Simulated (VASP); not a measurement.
# FeSi (P2_13) in VASP: a series of runs

Runs on FeSi. Level: PBE. Tasks: single point.

Program: VASP 6.6.1. These are calculated values, not measurements. Logs are shortened: lines on timing, memory, paths and dates and some standing lists are left out, and cuts for length are marked.

**1. The cell of the first run**

It takes space group P2_13 (No. 198, cubic). The conventional cell has a = 4.551 Å, b = 4.551 Å, c = 4.551 Å, α = 90.00°, β = 90.00°, γ = 90.00°. Within 3.1 Å of Fe (site symmetry 3) lie 7 Si at 2.32 to 2.55 Å and 6 Fe at 2.79 Å. Si (site symmetry 3) has 7 Fe at 2.32 to 2.55 Å and 6 Si at 2.82 Å within 3.1 Å.

**2. Single point, PBE, collinear spin, ferromagnetic start**

File INCAR:

```
SYSTEM = FeSi
PREC = Accurate ; ENCUT = 520
EDIFF = 1E-6 ; ISMEAR = 0
SIGMA = 0.1 ; LREAL = .False.
LASPH = .True. ; NELM = 150
ALGO = Normal ; ISIF = 2
LWAVE = .False. ; LCHARG = .False.
ISPIN = 2 ; MAGMOM = 4 4 4 4 0 0 0 0
LORBIT = 11 ; LMAXMIX = 4
GGA = PE ; NBANDS = 38
```

File KPOINTS:

```
Automatic mesh
0
Gamma
  4 4 4
  0 0 0
```

File POSCAR:

```
FeSi
1.0
    4.5507000000      0.0000000000      0.0000000000
    0.0000000000      4.5507000000      0.0000000000
    0.0000000000      0.0000000000      4.5507000000
Fe Si
4 4
Direct
    0.1365200000      0.1365200000      0.1365200000
    0.3634800000      0.8634800000      0.6365200000
    0.6365200000      0.3634800000      0.8634800000
    0.8634800000      0.6365200000      0.3634800000
    0.8424000000      0.8424000000      0.8424000000
    0.6576000000      0.1576000000      0.3424000000
    0.3424000000      0.6576000000      0.1576000000
    0.1576000000      0.3424000000      0.6576000000
```

Potentials or basis: VASP PAW PBE potentials, release 64 (Fe, Si).

Started as:

```
> cat potpaw_PBE.64/Fe/POTCAR potpaw_PBE.64/Si/POTCAR > POTCAR
> mpirun -np 1 vasp_std > vasp.out
```

OUTCAR:

```text
SYSTEM = FeSi
   PREC = Accurate
   ENCUT = 520
   EDIFF = 1E-6
   ISMEAR = 0
   LREAL = .False.
   LASPH = .True.
   NELM = 150
   ISIF = 2
   ISPIN = 2
   LORBIT = 11
   GGA = PE

 ion  position               nearest neighbor table
   1  0.137  0.137  0.137-   5 2.32   6 2.37   7 2.37   8 2.37   7 2.55   8 2.55   6 2.55   3 2.79
                             4 2.79   2 2.79   2 2.79   4 2.79   3 2.79
   2  0.363  0.863  0.637-   6 2.32   5 2.37   7 2.37   8 2.37   7 2.55   8 2.55   5 2.55   1 2.79
                             1 2.79   3 2.79   3 2.79   4 2.79   4 2.79
   3  0.637  0.363  0.863-   7 2.32   6 2.37   5 2.37   8 2.37   8 2.55   6 2.55   5 2.55   1 2.79
                             4 2.79   2 2.79   2 2.79   4 2.79   1 2.79
   4  0.863  0.637  0.363-   8 2.32   6 2.37   7 2.37   5 2.37   6 2.55   5 2.55   7 2.55   1 2.79
                             3 2.79   2 2.79   1 2.79   2 2.79   3 2.79
   5  0.842  0.842  0.842-   1 2.32   2 2.37   3 2.37   4 2.37   3 2.55   4 2.55   2 2.55   6 2.82
                             7 2.82   8 2.82   6 2.82   8 2.82   7 2.82
   6  0.658  0.158  0.342-   2 2.32   1 2.37   3 2.37   4 2.37   3 2.55   4 2.55   1 2.55   8 2.82
                             5 2.82   5 2.82   7 2.82   7 2.82   8 2.82
   7  0.342  0.658  0.158-   3 2.32   2 2.37   1 2.37   4 2.37   4 2.55   2 2.55   1 2.55   8 2.82
                             5 2.82   8 2.82   6 2.82   6 2.82   5 2.82
   8  0.158  0.342  0.658-   4 2.32   2 2.37   3 2.37   1 2.37   2 2.55   1 2.55   3 2.55   7 2.82
                             5 2.82   7 2.82   5 2.82   6 2.82   6 2.82

  LATTYP: Found a simple cubic cell.
 ALAT       =     4.5507000000

  Lattice vectors:

 A1 = (   4.5507000000,   0.0000000000,   0.0000000000)
 A2 = (   0.0000000000,   4.5507000000,   0.0000000000)
 A3 = (   0.0000000000,   0.0000000000,   4.5507000000)

Analysis of symmetry for initial positions (statically):
=====================================================================
 Subroutine PRICEL returns:
 Original cell was already a primitive cell.

 Routine SETGRP: Setting up the symmetry group for a
 simple cubic supercell.

 Subroutine GETGRP returns: Found 12 space group operations
 (whereof  3 operations were pure point group operations)
 out of a pool of 48 trial point group operations.

The static configuration has the point symmetry C_3 .
 The point group associated with its full space group is T   .

Analysis of symmetry for dynamics (positions and initial velocities):
=====================================================================
 Subroutine PRICEL returns:
 Original cell was already a primitive cell.

 Routine SETGRP: Setting up the symmetry group for a
 simple cubic supercell.

 Subroutine GETGRP returns: Found 12 space group operations
 (whereof  3 operations were pure point group operations)
 out of a pool of 48 trial point group operations.

The dynamic configuration has the point symmetry C_3 .
[... 165 lines left out ...]

 val. band max:        8.9297942831   @ k =   0.2500   0.0000   0.0000
 cond. band min:       8.9838855770   @ k =   0.5000   0.0000   0.0000
 fundamental gap:      0.0540912939
 Fermi energy:         8.9680162450

 spin component 1

 k-point     1 :       0.0000    0.0000    0.0000
  band No.  band energies     occupation
      1      -3.8164      1.00000
      2       1.2684      1.00000
      3       1.2684      1.00000
      4       1.2684      1.00000
      5       4.0278      1.00000
      6       4.0278      1.00000
[... 418 lines left out ...]
     35      14.5692      0.00000
     36      14.5692      0.00000
 Fermi energy:         8.9680162450

 spin component 2

 k-point     1 :       0.0000    0.0000    0.0000
  band No.  band energies     occupation
      1      -3.8704      1.00000
      2       1.2792      1.00000
      3       1.2792      1.00000
      4       1.2792      1.00000
      5       4.1467      1.00000
      6       4.1467      1.00000
[... 418 lines left out ...]
     35      14.7250      0.00000
     36      14.7250      0.00000
 [bands above 36 left out]

------------------------ aborting loop because EDIFF is reached ----------------------------------------

  FORCE on cell =-STRESS in cart. coord.  units (eV):
  Direction    XX          YY          ZZ          XY          YZ          ZX
  --------------------------------------------------------------------------------------
  -------------------------------------------------------------------------------------
  Total       -6.0239007     -6.0239007     -6.0239007     -0.0000000      0.0000000      0.0000000
  in kB     -102.4126882   -102.4126882   -102.4126882     -0.0000000      0.0000000      0.0000000
  external PRESSURE =    -102.4126882 kB  Pullay stress =       0.0000000 kB

 VOLUME and BASIS-vectors are now :
 -----------------------------------------------------------------------------
  energy-cutoff  :      520.00
  volume of cell :       94.24
      direct lattice vectors                 reciprocal lattice vectors
     4.550700000  0.000000000  0.000000000     0.219746413  0.000000000  0.000000000
     0.000000000  4.550700000  0.000000000     0.000000000  0.219746413  0.000000000
     0.000000000  0.000000000  4.550700000     0.000000000  0.000000000  0.219746413

 POSITION                                       TOTAL-FORCE (eV/Angst)
 -----------------------------------------------------------------------------------
      0.62126      0.62126      0.62126        -0.009257     -0.009257     -0.009257
      1.65409      3.92944      2.89661         0.009257      0.009257     -0.009257
      2.89661      1.65409      3.92944        -0.009257      0.009257      0.009257
      3.92944      2.89661      1.65409         0.009257     -0.009257      0.009257
      3.83351      3.83351      3.83351         0.056962      0.056962      0.056962
      2.99254      0.71719      1.55816        -0.056962     -0.056962      0.056962
      1.55816      2.99254      0.71719         0.056962     -0.056962     -0.056962
      0.71719      1.55816      2.99254        -0.056962      0.056962     -0.056962
 -----------------------------------------------------------------------------------
    total drift:                               -0.000000     -0.000000      0.000000

  FREE ENERGIE OF THE ION-ELECTRON SYSTEM (eV)
  ---------------------------------------------------
  free  energy   TOTEN  =       -58.5073852350 eV

  energy  without entropy=      -58.4711967675  energy(sigma->0) =      -58.48929100

 total charge

# of ion       s       p       d       tot
------------------------------------------
    1        0.412   0.575   6.482   7.469
    2        0.412   0.575   6.482   7.469
    3        0.412   0.575   6.482   7.469
    4        0.412   0.575   6.482   7.469
    5        0.737   0.861   0.000   1.598
    6        0.737   0.861   0.000   1.598
    7        0.737   0.861   0.000   1.598
    8        0.737   0.861   0.000   1.598
--------------------------------------------------
tot          4.596   5.745  25.926  36.267

 magnetization (x)

# of ion       s       p       d       tot
------------------------------------------
    1        0.000  -0.003   1.047   1.044
    2        0.000  -0.003   1.047   1.044
    3        0.000  -0.003   1.047   1.044
    4        0.000  -0.003   1.047   1.044
    5       -0.012  -0.037   0.000  -0.049
    6       -0.012  -0.037   0.000  -0.049
    7       -0.012  -0.037   0.000  -0.049
    8       -0.012  -0.037   0.000  -0.049
--------------------------------------------------
tot         -0.046  -0.160   4.186   3.980
```

OSZICAR:

```text
N       E                     dE             d eps       ncg     rms          rms(c)
DAV:   1     0.340457541596E+03    0.34046E+03   -0.19430E+04  1672   0.139E+03
DAV:   2    -0.340047988444E+02   -0.37446E+03   -0.35457E+03  1672   0.329E+02
DAV:   3    -0.615393045441E+02   -0.27535E+02   -0.25827E+02  1878   0.106E+02
DAV:   4    -0.628115405207E+02   -0.12722E+01   -0.12578E+01  2348   0.203E+01
DAV:   5    -0.628406361892E+02   -0.29096E-01   -0.29084E-01  2198   0.302E+00    0.346E+01
DAV:   6    -0.708802690843E+02   -0.80396E+01   -0.10202E+02  2384   0.127E+02    0.343E+01
DAV:   7    -0.584668899596E+02    0.12413E+02   -0.46297E+01  2068   0.932E+01    0.854E+00
DAV:   8    -0.586254894213E+02   -0.15860E+00   -0.36473E+00  2022   0.978E+00    0.369E+00
DAV:   9    -0.585210618227E+02    0.10443E+00   -0.24379E-01  2460   0.543E+00    0.198E+00
DAV:  10    -0.585108762129E+02    0.10186E-01   -0.17309E-02  2438   0.975E-01    0.787E-01
DAV:  11    -0.585074749423E+02    0.34013E-02   -0.52868E-03  2308   0.536E-01    0.235E-01
DAV:  12    -0.585074146828E+02    0.60260E-04   -0.86612E-04  2374   0.265E-01    0.132E-01
DAV:  13    -0.585073796459E+02    0.35037E-04   -0.23224E-04  2556   0.146E-01    0.576E-02
DAV:  14    -0.585073839712E+02   -0.43253E-05   -0.53822E-05  2056   0.583E-02    0.293E-02
DAV:  15    -0.585073852010E+02   -0.12298E-05   -0.10801E-05  2034   0.410E-02    0.126E-02
DAV:  16    -0.585073852350E+02   -0.34032E-07   -0.93952E-07   986   0.842E-03
   1 F= -.58507385E+02 E0= -.58489291E+02  d E =-.361885E-01  mag=     3.7797
```

stdout:

```text
POSCAR found type information on POSCAR FeSi
 POSCAR found :  2 types and       8 ions
 scaLAPACK will be used
 LDA part: xc-table for (Slater+PW92), standard interpolation
 POSCAR, INCAR and KPOINTS ok, starting setup
 FFT: planning ... GRIDC
 FFT: planning ... GRID_SOFT
 FFT: planning ... GRID
 WAVECAR not read
 entering main loop
```

It took 38 s on 1 thread of Intel Xeon 6975P-C (Granite Rapids), shared host; peak memory 0.25 GiB.

What came out:

| Quantity | Value |
| --- | --- |
| Free energy | -58.5074 eV |
| Pressure | -10.2 GPa |
| Largest force | 0.099 eV/Å |
| Net moment | 3.78 μB per cell |
| Site moments | Fe +1.04; Si -0.05 μB |
| Valence electrons inside the program's atomic spheres | Fe 7.47; Si 1.60 |

Forces in eV/Å, atoms in the order of the input:
```
Fe  -0.009 -0.009 -0.009
Fe   0.009  0.009 -0.009
Fe  -0.009  0.009  0.009
Fe   0.009 -0.009  0.009
Si   0.057  0.057  0.057
Si  -0.057 -0.057  0.057
Si   0.057 -0.057 -0.057
Si  -0.057  0.057 -0.057
```

Caveat: the moment fell far below its start of 4 μB, so a state of higher moment may lie lower in energy.

**3. Single point, PBE**

This run uses another cell than the first one, of 11.00 Å³/atom, 0.934 times its volume.

File INCAR:

```
ALGO = Normal ; EDIFF = 1E-6
ENCUT = 520 ; GGA = PE
ISIF = 2 ; ISMEAR = 0
LASPH = True ; LCHARG = False
LREAL = False ; LWAVE = False
NBANDS = 34 ; NELM = 80
PREC = Accurate ; SIGMA = 0.01
```

File KPOINTS:

```
k-points
0
Gamma
  8 8 8
```

File POSCAR:

```
FeSi
1.0
    4.4480343810      0.0000000000      0.0000000000
    0.0000000000      4.4480343810      0.0000000000
    0.0000000000      0.0000000000      4.4480343810
Fe Si
4 4
Direct
    0.1359940297      0.1359940297      0.1359940297
    0.3640059703      0.8640059703      0.6359940297
    0.6359940297      0.3640059703      0.8640059703
    0.8640059703      0.6359940297      0.3640059703
    0.8407200305      0.8407200305      0.8407200305
    0.6592799695      0.1592799695      0.3407200305
    0.3407200305      0.6592799695      0.1592799695
    0.1592799695      0.3407200305      0.6592799695
```

Potentials or basis: VASP PAW PBE potentials, release 64 (Fe, Si).

Started as:

```
> cat potpaw_PBE.64/Fe/POTCAR potpaw_PBE.64/Si/POTCAR > POTCAR
> mpirun -np 1 vasp_std > vasp.out
```

Run time: 52 s. Hardware: 1 thread of Intel Xeon 6975P-C (Granite Rapids), shared host; peak memory 0.25 GiB.

The run converged. Its results:

```
Free energy            : -58.7822 eV
Pressure               : 0.2 GPa
Largest force          : 0.035 eV/Å
Band gap on the k mesh : 0.16 eV, indirect (least direct gap 0.17 eV)
```

Forces in eV/Å, atoms in the order of the input:
```
Fe   0.020  0.020  0.020
Fe  -0.020 -0.020  0.020
Fe   0.020 -0.020 -0.020
Fe  -0.020  0.020 -0.020
Si   0.001  0.001  0.001
Si  -0.001 -0.001  0.001
Si   0.001 -0.001 -0.001
Si  -0.001  0.001 -0.001
```

Levels at points of the mesh, in eV from the valence-band top:
| k point | band 20 | band 21 | band 22 | band 23 | band 24 | band 25 | band 26 | band 27 | band 28 | band 29 |
| --- | --- | --- | --- | --- | --- | --- | --- | --- | --- | --- |
| (0.00, 0.00, 0.00) | -0.28 | -0.28 | -0.28 | -0.04 | -0.04 | 0.66 | 0.66 | 0.66 | 3.03 | 3.03 |
| (0.50, 0.00, 0.00) | -1.24 | -0.38 | -0.38 | -0.01 | -0.01 | 0.20 | 0.20 | 1.72 | 1.72 | 2.22 |
| (0.50, 0.50, 0.00) | -1.26 | -1.01 | -1.01 | -0.36 | -0.36 | 0.64 | 0.64 | 1.30 | 1.30 | 2.70 |
| (0.50, 0.50, 0.50) | -0.73 | -0.67 | -0.67 | -0.67 | -0.67 | 0.50 | 0.50 | 0.50 | 0.50 | 5.64 |

A k mesh can miss the band edges. Spin polarisation is off, so any magnetic state and its effect on volume and gap are missing.
